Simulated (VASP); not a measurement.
# SnO2 (Pnma) in VASP: relaxation of cell and atoms with LDA

Aim: the relaxation of cell and atoms of SnO2 with LDA.

All numbers are computed with VASP 6.6.1; they aren't measurements. Logs are shortened: lines on timing, memory, paths and dates and some standing lists are left out, and cuts for length are marked.

**1. The cell of the first run**

The structure is orthorhombic, space group Pnma (No. 62). The conventional cell has a = 5.227 Å, b = 3.458 Å, c = 7.030 Å, α = 90.00°, β = 90.00°, γ = 90.00°. Sn (site symmetry m) has 7 O at 2.03 to 2.32 Å within 2.7 Å. Within 2.8 Å of O (site symmetry m) lie 3 Sn at 2.07 to 2.09 Å and 7 O at 2.53 to 2.72 Å. O (site symmetry m) has 4 Sn at 2.03 to 2.32 Å and 7 O at 2.53 to 2.72 Å within 2.8 Å.

**2. Relaxation of cell and atoms, LDA**

File INCAR:

```
SYSTEM = SnO2
PREC = Accurate ; ENCUT = 600
EDIFF = 1E-6 ; ISMEAR = 0
SIGMA = 0.02 ; LREAL = .False.
LASPH = .True. ; NELM = 100
ALGO = Normal ; ISIF = 3
LWAVE = .False. ; LCHARG = .False.
IBRION = 2 ; NSW = 100
EDIFFG = -0.005 ; KPAR = 2
```

File KPOINTS:

```
regular mesh
0
Gamma
  6 8 4
  0 0 0
```

File POSCAR:

```
SnO2
1.0
    5.2272523654      0.0000000000      0.0000000000
    0.0000000000      3.4584102516      0.0000000000
    0.0000000000      0.0000000000      7.0304727556
Sn O
4 8
Direct
    0.7635405966      0.2500000000      0.4160328987
    0.2364594034      0.7500000000      0.5839671013
    0.7364594034      0.7500000000      0.9160328987
    0.2635405966      0.2500000000      0.0839671013
    0.4767217844      0.7500000000      0.1388508635
    0.6230270061      0.7500000000      0.6087185229
    0.5232782156      0.2500000000      0.8611491365
    0.3769729939      0.2500000000      0.3912814771
    0.0232782156      0.2500000000      0.6388508635
    0.8769729939      0.2500000000      0.1087185229
    0.1230270061      0.7500000000      0.8912814771
    0.9767217844      0.7500000000      0.3611491365
```

Potentials or basis: VASP PAW LDA potentials, release 64 (Sn_d, O).

Started as:

```console
$ cat potpaw_LDA.64/Sn_d/POTCAR potpaw_LDA.64/O/POTCAR > POTCAR
$ mpirun -np 2 vasp_std > vasp.out
```

OUTCAR:

```text
SYSTEM = SnO2
   PREC = Accurate
   ENCUT = 600
   EDIFF = 1E-6
   ISMEAR = 0
   LREAL = .False.
   LASPH = .True.
   NELM = 100
   ISIF = 3
   IBRION = 2
   NSW = 100
   EDIFFG = -0.005

 ion  position               nearest neighbor table
   1  0.764  0.250  0.416-   8 2.03   9 2.07  12 2.09  12 2.09  10 2.24   6 2.32   6 2.32   2 3.24
                             2 3.24   2 3.46   2 3.46   4 3.50   4 3.50
   2  0.236  0.750  0.584-   6 2.03  12 2.07   9 2.09   9 2.09  11 2.24   8 2.32   8 2.32   1 3.24
                             1 3.24   1 3.46   1 3.46   3 3.50   3 3.50
   3  0.736  0.750  0.916-  11 2.03   5 2.07   7 2.09   7 2.09   6 2.24  10 2.32  10 2.32   4 3.24
                             4 3.24   4 3.46   4 3.46   2 3.50   2 3.50
   4  0.264  0.250  0.084-  10 2.03   7 2.07   5 2.09   5 2.09   8 2.24  11 2.32  11 2.32   3 3.24
                             3 3.24   3 3.46   3 3.46   1 3.50   1 3.50
   5  0.477  0.750  0.139-   3 2.07   4 2.09   4 2.09
   6  0.623  0.750  0.609-   2 2.03   3 2.24   1 2.32   1 2.32
   7  0.523  0.250  0.861-   4 2.07   3 2.09   3 2.09
   8  0.377  0.250  0.391-   1 2.03   4 2.24   2 2.32   2 2.32
   9  0.023  0.250  0.639-   1 2.07   2 2.09   2 2.09
  10  0.877  0.250  0.109-   4 2.03   1 2.24   3 2.32   3 2.32
  11  0.123  0.750  0.891-   3 2.03   2 2.24   4 2.32   4 2.32
  12  0.977  0.750  0.361-   2 2.07   1 2.09   1 2.09

  LATTYP: Found a simple orthorhombic cell.
 ALAT       =     3.4584102516
 B/A-ratio  =     1.5114610428
 C/A-ratio  =     2.0328625710

  Lattice vectors:

 A1 = (   0.0000000000,  -3.4584102516,   0.0000000000)
 A2 = (   5.2272523654,   0.0000000000,   0.0000000000)
 A3 = (   0.0000000000,   0.0000000000,   7.0304727556)

Analysis of symmetry for initial positions (statically):
=====================================================================
 Subroutine PRICEL returns:
 Original cell was already a primitive cell.

 Routine SETGRP: Setting up the symmetry group for a
 simple orthorhombic supercell.

 Subroutine GETGRP returns: Found  8 space group operations
 (whereof  2 operations were pure point group operations)
 out of a pool of  8 trial point group operations.

The static configuration has the point symmetry S_2 .
 The point group associated with its full space group is D_2h.

Analysis of symmetry for dynamics (positions and initial velocities):
=====================================================================
 Subroutine PRICEL returns:
 Original cell was already a primitive cell.

 Routine SETGRP: Setting up the symmetry group for a
 simple orthorhombic supercell.

 Subroutine GETGRP returns: Found  8 space group operations
 (whereof  2 operations were pure point group operations)
 out of a pool of  8 trial point group operations.

The dynamic configuration has the point symmetry S_2 .
 The point group associated with its full space group is D_2h.

 Subroutine INISYM returns: Found  8 space group operations
 (whereof  2 operations are pure point group operations),
 and found     1 'primitive' translations

----------------------------------------------------------------------------------------

                                     Primitive cell

  volume of cell :     127.0968

  direct lattice vectors                    reciprocal lattice vectors
     5.227252365  0.000000000  0.000000000     0.191305093  0.000000000  0.000000000
     0.000000000  3.458410252  0.000000000     0.000000000  0.289150195  0.000000000
     0.000000000  0.000000000  7.030472756     0.000000000  0.000000000  0.142237945

  length of vectors
     5.227252365  3.458410252  7.030472756     0.191305093  0.289150195  0.142237945

  position of ions in fractional coordinates (direct lattice)
     0.763540597  0.250000000  0.416032899
     0.236459403  0.750000000  0.583967101
     0.736459403  0.750000000  0.916032899
     0.263540597  0.250000000  0.083967101
     0.476721784  0.750000000  0.138850863
     0.623027006  0.750000000  0.608718523
     0.523278216  0.250000000  0.861149137
     0.376972994  0.250000000  0.391281477
     0.023278216  0.250000000  0.638850863
     0.876972994  0.250000000  0.108718523
     0.123027006  0.750000000  0.891281477
     0.976721784  0.750000000  0.361149137

  ion indices of the primitive-cell ions
   primitive index   ion index
                 1           1
[... 35 lines left out ...]

 Found     60 irreducible k-points:

 Following reciprocal coordinates:
            Coordinates               Weight
  0.000000  0.000000  0.000000      1.000000
  0.166667  0.000000  0.000000      2.000000
  0.333333  0.000000  0.000000      2.000000
  0.500000  0.000000  0.000000      1.000000
  0.000000  0.125000  0.000000      2.000000
  0.166667  0.125000  0.000000      4.000000
[... 16 lines left out ...]
  0.333333  0.000000  0.250000      4.000000
  0.500000  0.000000  0.250000      2.000000
 [... further k-points ...]
   k-points           NKPTS =     60   k-points in BZ     NKDIM =     60   number of bands    NBANDS=     62
   number of dos      NEDOS =    301   number of ions     NIONS =     12
   total plane-waves  NPLWV =  65856
   dimension x,y,z NGX =    42 NGY =   28 NGZ =   56
   dimension x,y,z NGXF=    84 NGYF=   56 NGZF=  112
   ions per type =               4   8
   NGX,Y,Z   is equivalent  to a cutoff of  13.36, 13.46, 13.24 a.u.
   NGXF,Y,Z  is equivalent  to a cutoff of  26.72, 26.92, 26.48 a.u.
 SYSTEM =  SnO2
   PREC   = accura    normal or accurate (medium, high low for compatibility)
   ISTART =      0    job   : 0-new  1-cont  2-samecut
   ICHARG =      2    charge: 1-file 2-atom 10-const
   ISPIN  =      1    spin polarized calculation?
   LNONCOLLINEAR =      F non collinear calculations
   LSORBIT =      F    spin-orbit coupling
   LASPH  =      T    aspherical Exc in radial PAW
   ENCUT  =  600.0 eV  44.10 Ry    6.64 a.u.  10.44  6.91 14.04*2*pi/ulx,y,z
   NELM   =    100;   NELMIN=  2; NELMDL= -5     # of ELM steps
   EDIFF  = 0.1E-05   stopping-criterion for ELM
   LREAL  =      F    real-space projection
   EDIFFG = -.5E-02   stopping-criterion for IOM
   NSW    =    100    number of steps for IOM
   IBRION =      2    ionic relax: 0-MD 1-quasi-New 2-CG
   NFREE  =      1    steps in history (QN), initial steepest desc. (CG)
   ISIF   =      3    stress and relaxation
   ISYM   =      2    0-nonsym 1-usesym 2-fastsym
   POTIM  = 0.5000    time-step for ionic-motion
   TEBEG  =    0.0;   TEEND  =   0.0 temperature during run
   PSTRESS=    0.0 pullay stress
   NELECT =     104.0000    total number of electrons
   NUPDOWN=      -1.0000    fix difference up-down
   EMIN   =  10.00;   EMAX   =-10.00  energy-range for DOS
   EFERMI =   0.00;   METHOD = LEGACY
   ISMEAR =     0;   SIGMA  =   0.02  broadening in eV -4-tet -1-fermi 0-gaus
   EFERMI_NEDOS =   21; number of points for ismear=-14 and -15
   IALGO  =     38    algorithm
   IMIX   =      4    mixing-type and parameters
     AMIX     =   0.40;   BMIX     =  1.00
     AMIX_MAG =   1.60;   BMIX_MAG =  1.00
  volume/ion in A,a.u.               =      10.59        71.47
  Fermi-wavevector in a.u.,A,eV,Ry     =   1.531232  2.893610 31.901208  2.344673
  Thomas-Fermi vector in A             =   2.638605
   LORBIT       =      0    0 simple, 1 ext, 2 COOP (PROOUT), +10 PAW based schemes
   GGA     = CA    functional components
   LHFCALC =     F    Hartree Fock is set to
   AEXX    =    0.0000 exact exchange contribution
   IVDW    =     0    specifies the selected vdW correction
   LEPSILON=     F    determine dielectric tensor
   LRPA    =     F    only Hartree local field effects (RPA)
 conjugate gradient relaxation of ions
 non-spin polarized calculation
 Gauss-broadening in eV      SIGMA  =   0.02
  energy-cutoff  :      600.00
  volume of cell :      127.10
 maximum number of plane-waves:      4276
 NGX is ok and might be reduce to    42
   NGX = 21   NGY = 13   NGZ = 29

--------------------------------------- Ionic step        1  -------------------------------------------

 number of electron     103.9999955 magnetization

 Free energy of the ion-electron system (eV)
  ---------------------------------------------------
  ext. energy  EPLUGINS =         0.00000000
  ---------------------------------------------------
  free energy    TOTEN  =       -81.47757076 eV

  energy without entropy =      -81.47757076  energy(sigma->0) =      -81.47757076

------------------------ aborting loop because EDIFF is reached ----------------------------------------

  FORCE on cell =-STRESS in cart. coord.  units (eV):
  Direction    XX          YY          ZZ          XY          YZ          ZX
  --------------------------------------------------------------------------------------
  -------------------------------------------------------------------------------------
  Total        1.0203733      0.4203981      0.1922929      0.0000000      0.0000000      0.0000000
  in kB       12.8627897      5.2995233      2.4240380      0.0000000      0.0000000      0.0000000
  external PRESSURE =       6.8621170 kB  Pullay stress =       0.0000000 kB
[... 119 lines left out ...]
  FREE ENERGIE OF THE ION-ELECTRON SYSTEM (eV)
  ---------------------------------------------------
  free  energy   TOTEN  =       -81.4793300741 eV

  energy  without entropy=      -81.4793300741  energy(sigma->0) =      -81.47933007

[... ionic steps 4 to 19 ...]

--------------------------------------- Ionic step       20  -------------------------------------------

 number of electron     103.9999967 magnetization

------------------------ aborting loop because EDIFF is reached ----------------------------------------
[... 87 lines left out ...]
--------------------------------------- Ionic step       22  -------------------------------------------

 number of electron     103.9999967 magnetization

 Free energy of the ion-electron system (eV)
  ---------------------------------------------------
  ext. energy  EPLUGINS =         0.00000000
  ---------------------------------------------------
  free energy    TOTEN  =       -81.48205801 eV

  energy without entropy =      -81.48205801  energy(sigma->0) =      -81.48205801

 E-fermi :   7.9022     XC(G=0): -12.6768

 val. band max:        7.7554019640   @ k =   0.0000   0.5000   0.0000
 cond. band min:       8.3765122617   @ k =   0.0000   0.0000   0.0000
 fundamental gap:      0.6211102977
 Fermi energy:         7.9022435619

 k-point     1 :       0.0000    0.0000    0.0000
  band No.  band energies     occupation
      1     -13.0592      2.00000
      2     -12.9946      2.00000
      3     -12.7679      2.00000
      4     -12.7338      2.00000
      5     -12.5470      2.00000
      6     -12.5111      2.00000
[... 1549 lines left out ...]
     61      16.3409      0.00000
     62      16.3409      0.00000

 [... further k-points ...]

------------------------ aborting loop because EDIFF is reached ----------------------------------------

  FORCE on cell =-STRESS in cart. coord.  units (eV):
  Direction    XX          YY          ZZ          XY          YZ          ZX
  --------------------------------------------------------------------------------------
  -------------------------------------------------------------------------------------
  Total        0.0167285      0.0301260      0.0125800      0.0000000      0.0000000      0.0000000
  in kB        0.2113877      0.3806843      0.1589654      0.0000000      0.0000000      0.0000000
  external PRESSURE =       0.2503458 kB  Pullay stress =       0.0000000 kB
[... 27 lines left out ...]
  FREE ENERGIE OF THE ION-ELECTRON SYSTEM (eV)
  ---------------------------------------------------
  free  energy   TOTEN  =       -81.4820580137 eV

  energy  without entropy=      -81.4820580137  energy(sigma->0) =      -81.48205801

 reached required accuracy - stopping structural energy minimisation
```

Wall time 16 min (2 MPI ranks of Intel Xeon 6975P-C (Granite Rapids), shared host); peak memory 0.48 GiB.

Results:

```yaml
Free_energy: -81.4821 eV
Relaxed_volume: 10.57 Å³/atom
Relaxed_cell: a = 5.250 Å, b = 3.451 Å, c = 6.997 Å, α = 90.00°, β = 90.00°, γ = 90.00°
Space_group_after_relaxing_to_0.1_Å: Pnma (No. 62)
Energy_gained_by_relaxing: 0.4 meV/atom
Ionic_steps: 22
Pressure_after_relaxing: 0.0 GPa
Largest_force_after_relaxing: 0.005 eV/Å
Band_gap_on_the_k_mesh: 0.62 eV (least direct gap 0.76 eV)
```

Forces on the atoms (eV/Å):
```
Sn   0.004  0.000 -0.002
Sn  -0.004  0.000  0.002
Sn  -0.004  0.000 -0.002
Sn   0.004  0.000  0.002
O    0.002  0.000  0.000
O    0.001  0.000 -0.003
O   -0.002  0.000  0.000
O   -0.001  0.000  0.003
O   -0.002  0.000  0.000
O   -0.001  0.000 -0.003
O    0.001  0.000  0.003
O    0.002  0.000  0.000
```

Step by step:
| step | energy change (eV) | largest force (eV/Å) | pressure (GPa) | volume (Å³) |
| --- | --- | --- | --- | --- |
| 1 | 0.0000 | 0.0661 | 0.69 | 127.10 |
| 2 | -0.0001 | 0.0549 | -1.09 | 127.93 |
| 3 | -0.0018 | 0.0332 | -0.25 | 127.52 |
| 4 | -0.0025 | 0.0352 | -0.14 | 127.38 |
| 5 | -0.0033 | 0.0455 | -0.01 | 127.10 |
| 6 | -0.0039 | 0.0266 | 0.07 | 126.98 |
| 7 | -0.0041 | 0.0408 | 0.12 | 126.90 |
| 8 | -0.0044 | 0.0158 | -0.07 | 126.92 |
| 9 | -0.0044 | 0.0161 | -0.09 | 126.92 |
| 10 | -0.0044 | 0.0133 | 0.02 | 126.84 |
| 11 | -0.0044 | 0.0142 | -0.03 | 126.83 |
| 12 | -0.0044 | 0.0157 | 0.04 | 126.83 |
| 13 | -0.0044 | 0.0148 | 0.04 | 126.83 |
| 14 | -0.0044 | 0.0144 | 0.03 | 126.83 |
| 15 | -0.0045 | 0.0062 | -0.03 | 126.83 |
| 16 | -0.0045 | 0.0065 | -0.03 | 126.83 |
| 17 | -0.0045 | 0.0051 | 0.03 | 126.80 |
| 18 | -0.0045 | 0.0051 | 0.02 | 126.79 |
| 19 | -0.0045 | 0.0064 | 0.05 | 126.78 |
| 20 | -0.0045 | 0.0063 | 0.07 | 126.78 |
| 21 | -0.0045 | 0.0059 | 0.05 | 126.79 |
| 22 | -0.0045 | 0.0048 | 0.03 | 126.79 |

Final structure:
```yaml
crystal:
  lattice:
    - [5.25038, 0.00000, 0.00000]
    - [0.00000, 3.45112, 0.00000]
    - [0.00000, 0.00000, 6.99740]
  atoms:
    - { symbol: Sn, position: [0.76278, 0.25000, 0.41579] }
    - { symbol: Sn, position: [0.23722, 0.75000, 0.58421] }
    - { symbol: Sn, position: [0.73722, 0.75000, 0.91579] }
    - { symbol: Sn, position: [0.26278, 0.25000, 0.08421] }
    - { symbol: O, position: [0.47811, 0.75000, 0.14053] }
    - { symbol: O, position: [0.62455, 0.75000, 0.60707] }
    - { symbol: O, position: [0.52189, 0.25000, 0.85947] }
    - { symbol: O, position: [0.37545, 0.25000, 0.39293] }
    - { symbol: O, position: [0.02189, 0.25000, 0.64053] }
    - { symbol: O, position: [0.87545, 0.25000, 0.10707] }
    - { symbol: O, position: [0.12455, 0.75000, 0.89293] }
    - { symbol: O, position: [0.97811, 0.75000, 0.35947] }
```

Caveat: semilocal functionals underestimate gaps, and a narrow one can read as zero; spin-orbit coupling is left out, which moves the levels of the heavy elements. A k mesh can miss the band edges.
